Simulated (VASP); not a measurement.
Here is a VASP 6.6.1 calculation.

INCAR

```
PREC     = Accurate       # precision mode
ENCUT    = 520            # plane-wave cutoff, eV
EDIFF    = 1E-6           # SCF threshold, eV
ISMEAR   = -1             # smearing method
SIGMA    = 0.02           # smearing width, eV
LREAL    = False          # projectors in reciprocal space
LASPH    = True           # aspherical terms in the spheres
NELM     = 100            # most SCF steps
ALGO     = Normal         # electronic algorithm
ISIF     = 2              # what is computed and relaxed
LWAVE    = False          # write WAVECAR
LCHARG   = True           # write CHGCAR
GGA      = PE             # functional
LELF     = True           # ELF
LVHAR    = True         
NBANDS   = 15             # bands
```

File KPOINTS:

```
regular mesh
0
Gamma
  8 8 8
```

Contents of POSCAR:

```
CaO
1.0
    2.9174346887      0.0142257239      0.0142257239
    0.0142257239      2.9174346887      0.0142257239
    0.0142257239      0.0142257239      2.9174346887
Ca O
1 1
Direct
    0.0000000000      0.0000000000      0.0000000000
    0.5000000000      0.5000000000      0.5000000000
```

Potentials or basis: VASP PAW PBE potentials, release 64 (Ca_sv, O).

Run with:

```sh
$ cat potpaw_PBE.64/Ca_sv/POTCAR potpaw_PBE.64/O/POTCAR > POTCAR
$ mpirun -np 1 vasp_std > vasp.out
```

**Question.** What does it give for the band gap on the k mesh?

**Answer.** 2.77 eV (least direct gap 3.06 eV).

**Question.** Estimate the pressure.

**Answer.** 2.6 GPa.

Stress tensor (GPa, compression positive):
```
2.56 0.11 0.11
0.11 2.56 0.11
0.11 0.11 2.56
```

Caveat: the cell differs from its parent crystal (strain along [111] +1.5%). A k mesh can miss the band edges.
